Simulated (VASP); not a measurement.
Write the native input for VASP 6.6.1 that does the following.

| Quantity | Value |
| --- | --- |
| Task | single point |
| Functional | PBE |
| Potentials or basis | VASP PAW PBE potentials, release 64 (In_d, Hg, Se) |
| Cutoff | 520 eV |
| k mesh | 10 × 10 × 10 |
| Occupations | gaussian, width 0.1 eV |
| Spin | no spin polarisation |
| Dipole correction | no |
| Further INCAR settings | ALGO = Normal; EDIFF = 1e-06; NBANDS = 22 |

The structure of InHgSe lies in POSCAR:

```
InHgSe
1.0
    3.1272939547     -3.1303434703      0.0000000000
    3.1272939547      3.1303434703      0.0000000000
    0.0000000000      0.0000000000      5.2050726476
In Hg Se
1 1 1
Direct
    0.0000000000      0.0000000000      0.5000000000
    0.5000000000      0.5000000000      0.5000000000
    0.5000000000      0.5000000000      0.0000000000
```

The cell was generated, and may not be a known phase.

The input as run:

INCAR

```
ALGO = Normal
EDIFF = 1E-6
ENCUT = 520
GGA = PE
ISIF = 2
ISMEAR = 0
LASPH = True
LCHARG = False
LREAL = False
LWAVE = False
NBANDS = 22
NELM = 60
PREC = Accurate
SIGMA = 0.1
```

KPOINTS

```
k-points
0
Gamma
  10 10 10
```

Potentials or basis: VASP PAW PBE potentials, release 64 (In_d, Hg, Se).

Run with:

```sh
$ cat potpaw_PBE.64/In_d/POTCAR potpaw_PBE.64/Hg/POTCAR potpaw_PBE.64/Se/POTCAR > POTCAR
$ mpirun -np 1 vasp_std > vasp.out
```

It gave:

- Pressure: 0.1 GPa
- Band gap on the k mesh: zero (an odd number of electrons rules out a gap without spin polarisation)

Caveat: spin-orbit coupling is left out, which moves the levels of the heavy elements.

It took 3.3 min on 1 thread of Intel(R) Xeon(R) 6975P-C (Granite Rapids), with other jobs on the host, peak memory 0.58 GiB.
